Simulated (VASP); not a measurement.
# Al2GaP3 (P3m1) in VASP: further runs

Al2GaP3 is run at these levels: PBE; tasks: single point.

All numbers are computed with VASP 6.6.1; they aren't measurements. Logs are shortened: lines on timing, memory, paths and dates and some standing lists are left out, and cuts for length are marked.

### Step 1. The cell of the first run

It takes space group P3m1 (No. 156, trigonal). Conventional cell: a = 3.894 Å, b = 3.894 Å, c = 9.539 Å, α = 90.00°, β = 90.00°, γ = 120.00°. Within 3.1 Å of Al (site symmetry 3m) lie 4 P at 2.38 to 2.39 Å. Al (site symmetry 3m) has 4 P at 2.38 Å within 3.1 Å. Ga (site symmetry 3m) has 4 P at 2.39 Å within 3.2 Å. P (site symmetry 3m) has 4 Al at 2.38 to 2.39 Å within 3.1 Å. P (site symmetry 3m) has 1 Al at 2.38 Å and 3 Ga at 2.39 Å within 3.1 Å. P (site symmetry 3m) has 3 Al at 2.38 Å and 1 Ga at 2.39 Å within 3.1 Å.

### Step 2. Single point, PBE

INCAR reads:

```
SYSTEM = Al2GaP3
ALGO = Normal
EDIFF = 1E-6
ENCUT = 520
GGA = PE
ISIF = 2
ISMEAR = 0
LASPH = .True.
LCHARG = .False.
LREAL = .False.
LWAVE = .False.
NBANDS = 26
NELM = 60
PREC = Accurate
SIGMA = 0.02
```

KPOINTS reads:

```
k-points
0
Gamma
  12 12 4
  0 0 0
```

POSCAR reads:

```
Al2GaP3
1.0
    3.8939731198      0.0000000000      0.0000000000
   -1.9469865599      3.3722796433      0.0000000000
    0.0000000000      0.0000000000      9.5392826973
Al Ga P
2 1 3
Direct
    0.0000000000      0.0000000000      0.0001264057
    0.3333333333      0.6666666667      0.6667880583
    0.6666666667      0.3333333333      0.3331589793
    0.0000000000      0.0000000000      0.7499066543
    0.3333333333      0.6666666667      0.4172270516
    0.6666666667      0.3333333333      0.0827928509
```

Potentials or basis: VASP PAW PBE potentials, release 64 (Al, Ga_d, P).

Started as:

```
$ cat potpaw_PBE.64/Al/POTCAR potpaw_PBE.64/Ga_d/POTCAR potpaw_PBE.64/P/POTCAR > POTCAR
$ mpirun -np 1 vasp_std > vasp.out
```

OUTCAR:

```text
SYSTEM = Al2GaP3
   EDIFF = 1E-6
   ENCUT = 520
   GGA = PE
   ISIF = 2
   ISMEAR = 0
   LASPH = .True.
   LREAL = .False.
   NELM = 60
   PREC = Accurate

 ion  position               nearest neighbor table
   1  0.000  0.000  0.000-   6 2.38   6 2.38   6 2.38   4 2.39
   2  0.333  0.667  0.667-   5 2.38   4 2.38   4 2.38   4 2.38
   3  0.667  0.333  0.333-   5 2.39   5 2.39   5 2.39   6 2.39
   4  0.000  0.000  0.750-   2 2.38   2 2.38   2 2.38   1 2.39
   5  0.333  0.667  0.417-   2 2.38   3 2.39   3 2.39   3 2.39
   6  0.667  0.333  0.083-   1 2.38   1 2.38   1 2.38   3 2.39

  LATTYP: Found a hexagonal cell.
 ALAT       =     3.8939731198
 C/A-ratio  =     2.4497556618

  Lattice vectors:

 A1 = (   3.8939731198,   0.0000000000,   0.0000000000)
 A2 = (  -1.9469865599,   3.3722796433,   0.0000000000)
 A3 = (   0.0000000000,   0.0000000000,   9.5392826973)

Analysis of symmetry for initial positions (statically):
=====================================================================
 Subroutine PRICEL returns:
 Original cell was already a primitive cell.

 Routine SETGRP: Setting up the symmetry group for a
 hexagonal supercell.

 Subroutine GETGRP returns: Found  6 space group operations
 (whereof  6 operations were pure point group operations)
 out of a pool of 24 trial point group operations.

The static configuration has the point symmetry C_3v.

Analysis of symmetry for dynamics (positions and initial velocities):
=====================================================================
 Subroutine PRICEL returns:
 Original cell was already a primitive cell.

 Routine SETGRP: Setting up the symmetry group for a
 hexagonal supercell.

 Subroutine GETGRP returns: Found  6 space group operations
 (whereof  6 operations were pure point group operations)
 out of a pool of 24 trial point group operations.

The dynamic configuration has the point symmetry C_3v.

 Subroutine INISYM returns: Found  6 space group operations
 (whereof  6 operations are pure point group operations),
 and found     1 'primitive' translations

----------------------------------------------------------------------------------------

                                     Primitive cell

  volume of cell :     125.2657

  direct lattice vectors                    reciprocal lattice vectors
     3.893973120  0.000000000  0.000000000     0.256807114  0.148267657  0.000000000
    -1.946986560  3.372279643  0.000000000     0.000000000  0.296535313  0.000000000
     0.000000000  0.000000000  9.539282697     0.000000000  0.000000000  0.104829685

  length of vectors
     3.893973120  3.893973120  9.539282697     0.296535313  0.296535313  0.104829685

  position of ions in fractional coordinates (direct lattice)
     0.000000000  0.000000000  0.000126406
     0.333333333  0.666666667  0.666788058
     0.666666667  0.333333333  0.333158979
     0.000000000  0.000000000  0.749906654
     0.333333333  0.666666667  0.417227052
     0.666666667  0.333333333  0.082792851

  ion indices of the primitive-cell ions
   primitive index   ion index
                 1           1
                 2           2
                 3           3
                 4           4
                 5           5
                 6           6

----------------------------------------------------------------------------------------

 KPOINTS: k-points

Automatic generation of k-mesh.
 Grid dimensions read from file:
 generate k-points for:   12   12    4

 Generating k-lattice:

  Cartesian coordinates                     Fractional coordinates (reciprocal lattice)
     0.021400593  0.012355638  0.000000000     0.083333333  0.000000000  0.000000000
     0.000000000  0.024711276  0.000000000     0.000000000  0.083333333  0.000000000
     0.000000000  0.000000000  0.026207421     0.000000000  0.000000000  0.250000000

  Length of vectors
     0.024711276  0.024711276  0.026207421

  Shift w.r.t. Gamma in fractional coordinates (k-lattice)
     0.000000000  0.000000000  0.000000000

 Subroutine IBZKPT returns following result:
 ===========================================

 Found     69 irreducible k-points:

 Following reciprocal coordinates:
            Coordinates               Weight
  0.000000  0.000000  0.000000      1.000000
  0.083333  0.000000  0.000000      6.000000
  0.166667  0.000000  0.000000      6.000000
  0.250000  0.000000  0.000000      6.000000
  0.333333  0.000000  0.000000      6.000000
  0.416667  0.000000  0.000000      6.000000
[... 16 lines left out ...]
  0.166667  0.000000  0.250000      6.000000
  0.000000  0.166667  0.250000      6.000000
 [... further k-points ...]
   k-points           NKPTS =     69   k-points in BZ     NKDIM =     69   number of bands    NBANDS=     26
   number of dos      NEDOS =    301   number of ions     NIONS =      6
   total plane-waves  NPLWV =  64800
   dimension x,y,z NGX =    30 NGY =   30 NGZ =   72
   dimension x,y,z NGXF=    60 NGYF=   60 NGZF=  144
   ions per type =               2   1   3
   NGX,Y,Z   is equivalent  to a cutoff of  12.81, 12.81, 12.55 a.u.
   NGXF,Y,Z  is equivalent  to a cutoff of  25.62, 25.62, 25.10 a.u.
 SYSTEM =  Al2GaP3
   PREC   = accura    normal or accurate (medium, high low for compatibility)
   ISTART =      0    job   : 0-new  1-cont  2-samecut
   ICHARG =      2    charge: 1-file 2-atom 10-const
   ISPIN  =      1    spin polarized calculation?
   LNONCOLLINEAR =      F non collinear calculations
   LSORBIT =      F    spin-orbit coupling
   LASPH  =      T    aspherical Exc in radial PAW
   ENCUT  =  520.0 eV  38.22 Ry    6.18 a.u.   7.24  7.24 17.74*2*pi/ulx,y,z
   NELM   =     60;   NELMIN=  2; NELMDL= -5     # of ELM steps
   EDIFF  = 0.1E-05   stopping-criterion for ELM
   LREAL  =      F    real-space projection
   EDIFFG = 0.1E-04   stopping-criterion for IOM
   NSW    =      0    number of steps for IOM
   IBRION =     -1    ionic relax: 0-MD 1-quasi-New 2-CG
   NFREE  =      0    steps in history (QN), initial steepest desc. (CG)
   ISIF   =      2    stress and relaxation
   ISYM   =      2    0-nonsym 1-usesym 2-fastsym
   POTIM  = 0.5000    time-step for ionic-motion
   TEBEG  =    0.0;   TEEND  =   0.0 temperature during run
   PSTRESS=    0.0 pullay stress
   NELECT =      34.0000    total number of electrons
   NUPDOWN=      -1.0000    fix difference up-down
   EMIN   =  10.00;   EMAX   =-10.00  energy-range for DOS
   EFERMI =   0.00;   METHOD = LEGACY
   ISMEAR =     0;   SIGMA  =   0.02  broadening in eV -4-tet -1-fermi 0-gaus
   EFERMI_NEDOS =   21; number of points for ismear=-14 and -15
   IALGO  =     38    algorithm
   IMIX   =      4    mixing-type and parameters
     AMIX     =   0.40;   BMIX     =  1.00
     AMIX_MAG =   1.60;   BMIX_MAG =  1.00
  volume/ion in A,a.u.               =      20.88       140.89
  Fermi-wavevector in a.u.,A,eV,Ry     =   1.059962  2.003038 15.286416  1.123520
  Thomas-Fermi vector in A             =   2.195326
   LORBIT       =      0    0 simple, 1 ext, 2 COOP (PROOUT), +10 PAW based schemes
   GGA     = PE    functional components
   LHFCALC =     F    Hartree Fock is set to
   AEXX    =    0.0000 exact exchange contribution
   IVDW    =     0    specifies the selected vdW correction
   LEPSILON=     F    determine dielectric tensor
   LRPA    =     F    only Hartree local field effects (RPA)
 non-spin polarized calculation
 Gauss-broadening in eV      SIGMA  =   0.02
  energy-cutoff  :      520.00
  volume of cell :      125.27
 maximum number of plane-waves:      3432
 NGX is ok and might be reduce to    30
   NGX = 15   NGY = 15   NGZ = 35

 number of electron      34.0000005 magnetization

 Free energy of the ion-electron system (eV)
  ---------------------------------------------------
  ext. energy  EPLUGINS =         0.00000000
  ---------------------------------------------------
  free energy    TOTEN  =       -29.87358310 eV

  energy without entropy =      -29.87358310  energy(sigma->0) =      -29.87358310

 E-fermi :   4.5097     XC(G=0):  -9.3041

 val. band max:        4.3746742424   @ k =   0.0000   0.0000   0.0000
 cond. band min:       5.9823160344   @ k =   0.5000   0.0000   0.0000
 fundamental gap:      1.6076417919
 Fermi energy:         4.5096821497

 k-point     1 :       0.0000    0.0000    0.0000
  band No.  band energies     occupation
      1      -9.9064      2.00000
      2      -9.8581      2.00000
      3      -9.8581      2.00000
      4      -9.7812      2.00000
      5      -9.7812      2.00000
      6      -7.3460      2.00000
[... 18 lines left out ...]
     25       9.2124      0.00000
     26       9.3769      0.00000

 k-point     2 :       0.0833    0.0000    0.0000
  band No.  band energies     occupation
      1      -9.9064      2.00000
      2      -9.8597      2.00000
      3      -9.8558      2.00000
      4      -9.7825      2.00000
      5      -9.7809      2.00000
      6      -7.2745      2.00000
[... 18 lines left out ...]
     25       9.3317      0.00000
     26       9.3344      0.00000

 k-point     3 :       0.1667    0.0000    0.0000
  band No.  band energies     occupation
      1      -9.9080      2.00000
      2      -9.8624      2.00000
      3      -9.8498      2.00000
      4      -9.7857      2.00000
      5      -9.7799      2.00000
      6      -7.0644      2.00000
[... 18 lines left out ...]
     25       9.6226      0.00000
     26       9.8178      0.00000

 k-point     4 :       0.2500    0.0000    0.0000
  band No.  band energies     occupation
      1      -9.9141      2.00000
      2      -9.8622      2.00000
      3      -9.8423      2.00000
      4      -9.7897      2.00000
      5      -9.7779      2.00000
      6      -6.7296      2.00000
[... 18 lines left out ...]
     25      10.3815      0.00000
     26      10.5629      0.00000
[... 496 lines left out ...]
      1      -9.9064      2.00000
      2      -9.8597      2.00000
      3      -9.8558      2.00000
      4      -9.7825      2.00000
      5      -9.7809      2.00000
      6      -7.2059      2.00000
[... 18 lines left out ...]
     25       9.2926      0.00000
     26       9.3886      0.00000

 k-point    23 :       0.1667    0.0000    0.2500
  band No.  band energies     occupation
      1      -9.9080      2.00000
      2      -9.8624      2.00000
      3      -9.8498      2.00000
      4      -9.7857      2.00000
      5      -9.7799      2.00000
      6      -6.9978      2.00000
[... 18 lines left out ...]
     25       9.8586      0.00000
     26       9.9256      0.00000

 k-point    24 :       0.0000    0.1667    0.2500
  band No.  band energies     occupation
      1      -9.9080      2.00000
      2      -9.8624      2.00000
      3      -9.8498      2.00000
      4      -9.7857      2.00000
      5      -9.7799      2.00000
      6      -6.9953      2.00000
[... 18 lines left out ...]
     25       9.8187      0.00000
     26       9.8198      0.00000

 [... further k-points ...]
[... 5 lines left out ...]
  --------------------------------------------------------------------------------------
  -------------------------------------------------------------------------------------
  Total       -0.0279364     -0.0279364     -0.0398079      0.0000000      0.0000000      0.0000000
  in kB       -0.3573135     -0.3573135     -0.5091518      0.0000000      0.0000000      0.0000000
  external PRESSURE =      -0.4079262 kB  Pullay stress =       0.0000000 kB

 VOLUME and BASIS-vectors are now :
 -----------------------------------------------------------------------------
  energy-cutoff  :      520.00
  volume of cell :      125.27
      direct lattice vectors                 reciprocal lattice vectors
     3.893973120  0.000000000  0.000000000     0.256807114  0.148267657  0.000000000
    -1.946986560  3.372279643  0.000000000     0.000000000  0.296535313  0.000000000
     0.000000000  0.000000000  9.539282697     0.000000000  0.000000000  0.104829685

 POSITION                                       TOTAL-FORCE (eV/Angst)
 -----------------------------------------------------------------------------------
      0.00000      0.00000      0.00121         0.000000     -0.000000      0.004334
     -0.00000      2.24819      6.36068         0.000000     -0.000000      0.005947
      1.94699      1.12409      3.17810        -0.000000     -0.000000      0.003894
      0.00000      0.00000      7.15357         0.000000     -0.000000     -0.003450
     -0.00000      2.24819      3.98005         0.000000      0.000000     -0.001359
      1.94699      1.12409      0.78978         0.000000     -0.000000     -0.009367
 -----------------------------------------------------------------------------------
    total drift:                               -0.000001      0.000001      0.000335

  FREE ENERGIE OF THE ION-ELECTRON SYSTEM (eV)
  ---------------------------------------------------
  free  energy   TOTEN  =       -29.8735831002 eV

  energy  without entropy=      -29.8735831002  energy(sigma->0) =      -29.87358310
```

It took 7.5 min on 1 thread of Intel Xeon Platinum 8488C (Sapphire Rapids), shared host; peak memory 0.37 GiB.

Results:

```
Free energy            : -29.8736 eV
Pressure               : 0.0 GPa
Largest force          : 0.009 eV/Å
Band gap on the k mesh : 1.61 eV, indirect (least direct gap 1.99 eV)
```

Forces on the atoms (eV/Å):
```
Al   0.000  0.000  0.004
Al   0.000  0.000  0.006
Ga   0.000  0.000  0.004
P    0.000  0.000 -0.003
P    0.000  0.000 -0.001
P    0.000  0.000 -0.009
```

Levels at points of the mesh, in eV from the valence-band top:
```tsv
k point	band 15	band 16	band 17	band 18	band 19	band 20
(0.00, 0.00, 0.00)	-0.04	0.00	0.00	1.99	2.76	2.91
(0.50, 0.00, 0.00)	-2.08	-1.37	-1.28	1.61	2.17	3.04
(0.00, 0.00, 0.50)	-0.43	-0.17	-0.17	2.12	3.00	3.31
(0.50, 0.00, 0.50)	-1.97	-0.89	-0.88	2.07	2.18	2.42
```

### Step 3. Single point, PBE

INCAR reads:

```
SYSTEM = Al2GaP3
PREC = Accurate
ENCUT = 520
EDIFF = 1E-6
ISMEAR = 0
SIGMA = 0.02
LREAL = .FALSE.
LASPH = .TRUE.
NELM = 100
ALGO = Normal
ISIF = 2
LWAVE = .FALSE.
LCHARG = .TRUE.
GGA = PE
LELF = .TRUE.
LVHAR = .TRUE.
NBANDS = 26
```

KPOINTS reads:

```
regular mesh
0
G
  12 12 4
  0 0 0
```

Edit POSCAR of step 2 so:

```diff
@@ -2,4 +2,4 @@
 1.0
-    3.8939731198      0.0000000000      0.0000000000
-   -1.9469865599      3.3722796433      0.0000000000
+    3.8939731197      0.0000000000      0.0000000000
+   -1.9469865599      3.3722796434      0.0000000000
     0.0000000000      0.0000000000      9.5392826973
```

Potentials or basis: VASP PAW PBE potentials, release 64 (Al, Ga_d, P).

Started as:

```
$ cat potpaw_PBE.64/Al/POTCAR potpaw_PBE.64/Ga_d/POTCAR potpaw_PBE.64/P/POTCAR > POTCAR
$ mpirun -np 1 vasp_std > vasp.out
```

OUTCAR:

```text
SYSTEM = Al2GaP3
   PREC = Accurate
   ENCUT = 520
   EDIFF = 1E-6
   ISMEAR = 0
   LREAL = .FALSE.
   LASPH = .TRUE.
   NELM = 100
   ISIF = 2
   GGA = PE

 ion  position               nearest neighbor table
   1  0.000  0.000  0.000-   6 2.38   6 2.38   6 2.38   4 2.39
   2  0.333  0.667  0.667-   5 2.38   4 2.38   4 2.38   4 2.38
   3  0.667  0.333  0.333-   5 2.39   5 2.39   5 2.39   6 2.39
   4  0.000  0.000  0.750-   2 2.38   2 2.38   2 2.38   1 2.39
   5  0.333  0.667  0.417-   2 2.38   3 2.39   3 2.39   3 2.39
   6  0.667  0.333  0.083-   1 2.38   1 2.38   1 2.38   3 2.39

  LATTYP: Found a hexagonal cell.
 ALAT       =     3.8939731197
 C/A-ratio  =     2.4497556619

  Lattice vectors:

 A1 = (   3.8939731197,   0.0000000000,   0.0000000000)
 A2 = (  -1.9469865599,   3.3722796434,   0.0000000000)
 A3 = (   0.0000000000,   0.0000000000,   9.5392826973)

Analysis of symmetry for initial positions (statically):
=====================================================================
 Subroutine PRICEL returns:
 Original cell was already a primitive cell.

 Routine SETGRP: Setting up the symmetry group for a
 hexagonal supercell.
[... 172 lines left out ...]
  free energy    TOTEN  =       -29.87358310 eV

  energy without entropy =      -29.87358310  energy(sigma->0) =      -29.87358310

 E-fermi :   4.5097     XC(G=0):  -9.3041

 val. band max:        4.3746742424   @ k =   0.0000   0.0000   0.0000
 cond. band min:       5.9823160343   @ k =   0.5000   0.0000   0.0000
 fundamental gap:      1.6076417919
 Fermi energy:         4.5096821496

 k-point     1 :       0.0000    0.0000    0.0000
  band No.  band energies     occupation
      1      -9.9064      2.00000
      2      -9.8581      2.00000
      3      -9.8581      2.00000
      4      -9.7812      2.00000
      5      -9.7812      2.00000
      6      -7.3460      2.00000
[... 685 lines left out ...]
     25       9.8187      0.00000
     26       9.8198      0.00000

 [... further k-points ...]
[... 5 lines left out ...]
  --------------------------------------------------------------------------------------
  -------------------------------------------------------------------------------------
  Total       -0.0279365     -0.0279365     -0.0398079      0.0000000      0.0000000      0.0000000
  in kB       -0.3573137     -0.3573137     -0.5091518      0.0000000      0.0000000      0.0000000
  external PRESSURE =      -0.4079264 kB  Pullay stress =       0.0000000 kB

 VOLUME and BASIS-vectors are now :
 -----------------------------------------------------------------------------
  energy-cutoff  :      520.00
  volume of cell :      125.27
      direct lattice vectors                 reciprocal lattice vectors
     3.893973120  0.000000000  0.000000000     0.256807114  0.148267657  0.000000000
    -1.946986560  3.372279643  0.000000000     0.000000000  0.296535313  0.000000000
     0.000000000  0.000000000  9.539282697     0.000000000  0.000000000  0.104829685

 POSITION                                       TOTAL-FORCE (eV/Angst)
 -----------------------------------------------------------------------------------
      0.00000      0.00000      0.00121         0.000000      0.000000      0.004334
     -0.00000      2.24819      6.36068         0.000000      0.000000      0.005947
      1.94699      1.12409      3.17810        -0.000000     -0.000000      0.003894
      0.00000      0.00000      7.15357         0.000000      0.000000     -0.003450
     -0.00000      2.24819      3.98005         0.000000      0.000000     -0.001359
      1.94699      1.12409      0.78978         0.000000      0.000000     -0.009367
 -----------------------------------------------------------------------------------
    total drift:                               -0.000001      0.000001      0.000335

  FREE ENERGIE OF THE ION-ELECTRON SYSTEM (eV)
  ---------------------------------------------------
  free  energy   TOTEN  =       -29.8735831003 eV

  energy  without entropy=      -29.8735831003  energy(sigma->0) =      -29.87358310
```

stdout:

```text
POSCAR found type information on POSCAR AlGaP
 POSCAR found :  3 types and       6 ions
 scaLAPACK will be used
 LDA part: xc-table for (Slater+PW92), standard interpolation
 POSCAR, INCAR and KPOINTS ok, starting setup
 FFT: planning ... GRIDC
 FFT: planning ... GRID_SOFT
 FFT: planning ... GRID
 WAVECAR not read
 entering main loop
```

Run time: 6.5 min. Hardware: 1 thread of Intel Xeon Platinum 8488C (Sapphire Rapids), shared host; peak memory 0.37 GiB.

What came out:

```
Free energy            : -29.8736 eV
Pressure               : 0.0 GPa
Largest force          : 0.009 eV/Å
Band gap on the k mesh : 1.61 eV, indirect (least direct gap 1.99 eV)
```

Forces in eV/Å, atoms in the order of the input:
```
Al   0.000  0.000  0.004
Al   0.000  0.000  0.006
Ga   0.000  0.000  0.004
P    0.000  0.000 -0.003
P    0.000  0.000 -0.001
P    0.000  0.000 -0.009
```

Levels at points of the mesh, in eV from the valence-band top:
| k point | band 13 | band 14 | band 15 | band 16 | band 17 | band 18 | band 19 | band 20 | band 21 | band 22 |
| --- | --- | --- | --- | --- | --- | --- | --- | --- | --- | --- |
| (0.00, 0.00, 0.00) | -0.68 | -0.68 | -0.04 | 0.00 | 0.00 | 1.99 | 2.76 | 2.91 | 4.28 | 4.28 |
| (0.50, 0.00, 0.00) | -2.26 | -2.22 | -2.08 | -1.37 | -1.28 | 1.61 | 2.17 | 3.04 | 3.16 | 4.81 |
| (0.00, 0.00, 0.50) | -0.90 | -0.43 | -0.43 | -0.17 | -0.17 | 2.12 | 3.00 | 3.31 | 4.68 | 4.68 |
| (0.50, 0.00, 0.50) | -2.84 | -2.01 | -1.97 | -0.89 | -0.88 | 2.07 | 2.18 | 2.42 | 3.71 | 3.78 |
